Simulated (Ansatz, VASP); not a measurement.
# PbS: VASP beside Ansatz

File INCAR:

```
SYSTEM = PbS
ALGO = Normal
EDIFF = 1E-8
ENCUT = 520
GGA = PE
ISIF = 2
ISMEAR = -1
LASPH = .TRUE.
LCHARG = .FALSE.
LEFG = .TRUE.
LREAL = .FALSE.
LWAVE = .FALSE.
NBANDS = 28
NELM = 100
PREC = Accurate
SIGMA = 0.01
```

KPOINTS

```
k-points
0
G
  7 7 3
  0 0 0
```

File POSCAR:

```
PbS
1.0
    2.9405000000     -2.9000000000      0.0000000000
    2.9405000000      2.9000000000      0.0000000000
   -1.0800500000      0.0000000000     11.3580113000
Pb S
2 2
Direct
    0.7756000000      0.7756000000      0.6363800000
    0.2244000000      0.2244000000      0.3636200000
    0.2684000000      0.2684000000      0.5986000000
    0.7316000000      0.7316000000      0.4014000000
```

Input for Ansatz:

```yaml
crystal:
  lattice:
    - [2.9405, -2.9, 0.0]
    - [2.9405, 2.9, 0.0]
    - [-1.08005, 0.0, 11.3580113]
  atoms:
    - { symbol: Pb, position: [0.7756, 0.7756, 0.63638] }
    - { symbol: Pb, position: [0.2244, 0.2244, 0.36362] }
    - { symbol: S, position: [0.2684, 0.2684, 0.5986] }
    - { symbol: S, position: [0.7316, 0.7316, 0.4014] }
kpoints:
  mp_grid: { grid: [7, 7, 3] }
scf:
  occupations: { method: fermi_dirac, width: 0.01 }
hamiltonian:
  xc: pbe
  pseudopotentials: { kind: all_electron, datasets: crystal }
output:
  forces: true
  stress: true
  eigenvalues: true
  efg: { contact_densities: true }
```

Change from the starting cell: zz strain of -3 %, crystal datasets.

Alike in both runs: task electric field gradients; functional PBE; k mesh 7 × 7 × 3; occupations fermi-dirac, width 0.01 eV; no spin polarisation.

|  | VASP | Ansatz |
| --- | --- | --- |
| version | VASP 6.6.1 | Ansatz 0.2.0 |
| potentials or method | VASP PAW PBE potentials, release 64 (Pb_d, S), cutoff 520 eV | all-electron PAW with datasets made for the slab, scalar-relativistic |

VASP gave:

| Quantity | Value |
| --- | --- |
| gap on the k mesh at the Fermi level (eV) | 1.42 |
| rms of the force components (eV/Å) | 0.093 |
| size of Vzz on the site where it differs most (V/Å²) | 240.1 |

Which values does Ansatz return?

gap on the k mesh at the Fermi level (eV): 1.42; rms of the force components (eV/Å): 0.092; size of Vzz on the site where it differs most (V/Å²): 239.0.

Atom by atom the forces differ by 0.002 eV/Å (rms over components). Ansatz ran all-electron here, and VASP with PAW potentials.

Spin-orbit coupling is off throughout.
